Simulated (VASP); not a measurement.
# Ti (P2_1/m) in VASP: single point with PBEsol

Aim: the single point of Ti with PBEsol.

All numbers are computed with VASP 6.6.1; they aren't measurements. Logs are shortened: lines on timing, memory, paths and dates and some standing lists are left out, and cuts for length are marked.

## 1. The cell of the first run

It takes space group P2_1/m (No. 11, monoclinic). The conventional cell has a = 3.210 Å, b = 3.210 Å, c = 3.210 Å, α = 90.00°, β = 90.00°, γ = 90.00°. Ti (site symmetry m) has 14 Ti at 2.50 to 3.21 Å within 3.3 Å.

## 2. Single point, PBEsol (atoms displaced along a vibrational mode)

File INCAR:

```
SYSTEM = Ti
ALGO = Fast
EDIFF = 1E-6
ENCUT = 520
GGA = PS
ISIF = 2
ISMEAR = 0
LASPH = .True.
LCHARG = .True.
LELF = .True.
LREAL = .False.
LVHAR = .True.
LWAVE = .False.
NBANDS = 19
NELM = 60
PREC = Accurate
SIGMA = 0.15
```

File KPOINTS:

```
k-points
0
Gamma
  14 14 14
  0 0 0
```

File POSCAR:

```
Ti
1.0
    0.0000000000     -3.2099008398      0.0000000000
   -3.2099008398      0.0000000000      0.0000000000
    0.0000000000      0.0000000000     -3.2099008398
Ti
2
Direct
    0.5229290572      0.5573226430      0.5000000000
   -0.0229290572     -0.0573226430      0.0000000000
```

Potentials or basis: VASP PAW PBE potentials, release 64 (Ti_sv).

On the command line:

```
cat potpaw_PBE.64/Ti_sv/POTCAR > POTCAR
mpirun -np 1 vasp_std > vasp.out
```

OUTCAR:

```text
SYSTEM = Ti
   EDIFF = 1E-6
   ENCUT = 520
   GGA = PS
   ISIF = 2
   ISMEAR = 0
   LASPH = .True.
   LREAL = .False.
   NELM = 60
   PREC = Accurate

 ion  position               nearest neighbor table
   1  0.523  0.557  0.500-   2 2.50   2 2.50   2 2.68   2 2.68
   2  0.977  0.943  0.000-   1 2.50   1 2.50   1 2.68   1 2.68

  LATTYP: Found a simple cubic cell.
 ALAT       =     3.2099008398

  Lattice vectors:

 A1 = (   0.0000000000,  -3.2099008398,   0.0000000000)
 A2 = (  -3.2099008398,   0.0000000000,   0.0000000000)
 A3 = (   0.0000000000,   0.0000000000,  -3.2099008398)

Analysis of symmetry for initial positions (statically):
=====================================================================
 Subroutine PRICEL returns:
 Original cell was already a primitive cell.

 Routine SETGRP: Setting up the symmetry group for a
 simple cubic supercell.

 Subroutine GETGRP returns: Found  4 space group operations
 (whereof  2 operations were pure point group operations)
 out of a pool of 48 trial point group operations.

The static configuration has the point symmetry C_1h.
 The point group associated with its full space group is C_2h.

Analysis of symmetry for dynamics (positions and initial velocities):
=====================================================================
 Subroutine PRICEL returns:
 Original cell was already a primitive cell.

 Routine SETGRP: Setting up the symmetry group for a
 simple cubic supercell.

 Subroutine GETGRP returns: Found  4 space group operations
 (whereof  2 operations were pure point group operations)
 out of a pool of 48 trial point group operations.

The dynamic configuration has the point symmetry C_1h.
 The point group associated with its full space group is C_2h.

 Subroutine INISYM returns: Found  4 space group operations
 (whereof  2 operations are pure point group operations),
 and found     1 'primitive' translations

----------------------------------------------------------------------------------------

                                     Primitive cell

  volume of cell :      33.0731

  direct lattice vectors                    reciprocal lattice vectors
     0.000000000 -3.209900840  0.000000000     0.000000000 -0.311536103  0.000000000
    -3.209900840  0.000000000  0.000000000    -0.311536103  0.000000000  0.000000000
     0.000000000  0.000000000 -3.209900840     0.000000000  0.000000000 -0.311536103

  length of vectors
     3.209900840  3.209900840  3.209900840     0.311536103  0.311536103  0.311536103

[... 74 lines left out ...]
   ISPIN  =      1    spin polarized calculation?
   LNONCOLLINEAR =      F non collinear calculations
   LSORBIT =      F    spin-orbit coupling
   LASPH  =      T    aspherical Exc in radial PAW
   ENCUT  =  520.0 eV  38.22 Ry    6.18 a.u.   5.97  5.97  5.97*2*pi/ulx,y,z
   NELM   =     60;   NELMIN=  2; NELMDL= -5     # of ELM steps
   EDIFF  = 0.1E-05   stopping-criterion for ELM
   LREAL  =      F    real-space projection
   EDIFFG = 0.1E-04   stopping-criterion for IOM
   NSW    =      0    number of steps for IOM
   IBRION =     -1    ionic relax: 0-MD 1-quasi-New 2-CG
   NFREE  =      0    steps in history (QN), initial steepest desc. (CG)
   ISIF   =      2    stress and relaxation
   ISYM   =      2    0-nonsym 1-usesym 2-fastsym
   POTIM  = 0.5000    time-step for ionic-motion
   TEBEG  =    0.0;   TEEND  =   0.0 temperature during run
   PSTRESS=    0.0 pullay stress
   NELECT =      24.0000    total number of electrons
   NUPDOWN=      -1.0000    fix difference up-down
   EMIN   =  10.00;   EMAX   =-10.00  energy-range for DOS
   EFERMI =   0.00;   METHOD = LEGACY
   ISMEAR =     0;   SIGMA  =   0.15  broadening in eV -4-tet -1-fermi 0-gaus
   EFERMI_NEDOS =   21; number of points for ismear=-14 and -15
   IALGO  =     68    algorithm
   IMIX   =      4    mixing-type and parameters
     AMIX     =   0.40;   BMIX     =  1.00
     AMIX_MAG =   1.60;   BMIX_MAG =  1.00
  volume/ion in A,a.u.               =      16.54       111.59
  Fermi-wavevector in a.u.,A,eV,Ry     =   1.471139  2.780049 29.446397  2.164249
  Thomas-Fermi vector in A             =   2.586311
   LORBIT       =      0    0 simple, 1 ext, 2 COOP (PROOUT), +10 PAW based schemes
   GGA     = PS    functional components
   LHFCALC =     F    Hartree Fock is set to
   AEXX    =    0.0000 exact exchange contribution
   IVDW    =     0    specifies the selected vdW correction
   LEPSILON=     F    determine dielectric tensor
   LRPA    =     F    only Hartree local field effects (RPA)
 non-spin polarized calculation
 RMM-DIIS sequential band-by-band and
 Gauss-broadening in eV      SIGMA  =   0.15
  energy-cutoff  :      520.00
  volume of cell :       33.07
 maximum number of plane-waves:       912
   NGX = 11   NGY = 11   NGZ = 11

 number of electron      23.9999997 magnetization

 Free energy of the ion-electron system (eV)
  ---------------------------------------------------
  ext. energy  EPLUGINS =         0.00000000
  ---------------------------------------------------
  free energy    TOTEN  =       -16.08968043 eV

  energy without entropy =      -16.04018283  energy(sigma->0) =      -16.06493163

 E-fermi :   8.4279     XC(G=0): -11.8260

 val. band max:        8.4248038762   @ k =   0.2857   0.3571   0.0000
 cond. band min:       8.4279520248   @ k =   0.4286   0.0000   0.4286
 fundamental gap:      0.0031481486
 Fermi energy:         8.4278539951

 k-point     1 :       0.0000    0.0000    0.0000
  band No.  band energies     occupation
      1     -47.7618      2.00000
      2     -47.3794      2.00000
      3     -24.2747      2.00000
      4     -24.2684      2.00000
      5     -24.0810      2.00000
      6     -23.6679      2.00000
[... 505 lines left out ...]
      6     -23.6830      2.00000
[... 11 lines left out ...]
     18      12.1356      0.00000
     19      12.8799      0.00000

 [... further k-points ...]
[... 5 lines left out ...]
  --------------------------------------------------------------------------------------
  -------------------------------------------------------------------------------------
  Total       -0.2226206      0.8157725      1.1599720      0.4161321      0.0000000      0.0000000
  in kB      -10.7845284     39.5188955     56.1931341     20.1589063      0.0000000      0.0000000
  external PRESSURE =      28.3091671 kB  Pullay stress =       0.0000000 kB

 VOLUME and BASIS-vectors are now :
 -----------------------------------------------------------------------------
  energy-cutoff  :      520.00
  volume of cell :       33.07
      direct lattice vectors                 reciprocal lattice vectors
     0.000000000 -3.209900840  0.000000000     0.000000000 -0.311536103  0.000000000
    -3.209900840  0.000000000  0.000000000    -0.311536103  0.000000000  0.000000000
     0.000000000  0.000000000 -3.209900840     0.000000000  0.000000000 -0.311536103

 POSITION                                       TOTAL-FORCE (eV/Angst)
 -----------------------------------------------------------------------------------
     -1.78895     -1.67855     -1.60495         1.780221      0.998881      0.000000
     -3.02590     -3.13630      0.00000        -1.780221     -0.998881      0.000000
 -----------------------------------------------------------------------------------
    total drift:                               -0.000000     -0.000000      0.000000

  FREE ENERGIE OF THE ION-ELECTRON SYSTEM (eV)
  ---------------------------------------------------
  free  energy   TOTEN  =       -16.0896804323 eV

  energy  without entropy=      -16.0401828267  energy(sigma->0) =      -16.06493163
```

OSZICAR:

```text
N       E                     dE             d eps       ncg     rms          rms(c)
DAV:   1     0.249849303285E+03    0.24985E+03   -0.11974E+04 30408   0.155E+03
DAV:   2     0.792000209421E+01   -0.24193E+03   -0.23792E+03 31033   0.440E+02
DAV:   3    -0.171081455617E+02   -0.25028E+02   -0.24653E+02 56735   0.118E+02
[... 26 lines left out ...]
RMM:  30    -0.160896768083E+02   -0.14670E-05   -0.18072E-05 40216   0.216E-02    0.867E-03
RMM:  31    -0.160896781020E+02   -0.12937E-05   -0.15788E-05 40566   0.197E-02    0.848E-03
RMM:  32    -0.160896790150E+02   -0.91304E-06   -0.11741E-05 39382   0.180E-02    0.868E-03
RMM:  33    -0.160896798225E+02   -0.80749E-06   -0.10290E-05 37256   0.164E-02    0.909E-03
RMM:  34    -0.160896804323E+02   -0.60978E-06   -0.82411E-06 38720   0.154E-02
   1 F= -.16089680E+02 E0= -.16064932E+02  d E =-.494976E-01
```

Wall time 6.9 min (1 thread of Intel Xeon 6975P-C (Granite Rapids), shared host); peak memory 0.46 GiB.

Results:

```yaml
Free_energy: -16.0897 eV
Pressure: 2.8 GPa
Largest_force: 2.041 eV/Å
Band_gap_on_the_k_mesh: zero (bands 12 and 13 overlap by 1.38 eV)
```

Forces in eV/Å, atoms in the order of the input:
```
Ti   1.780  0.999  0.000
Ti  -1.780 -0.999  0.000
```

Caveat: the cell differs from its parent crystal (atoms displaced along a vibrational mode); the PAW data sets were made with another functional, which shifts forces and pressure a little.
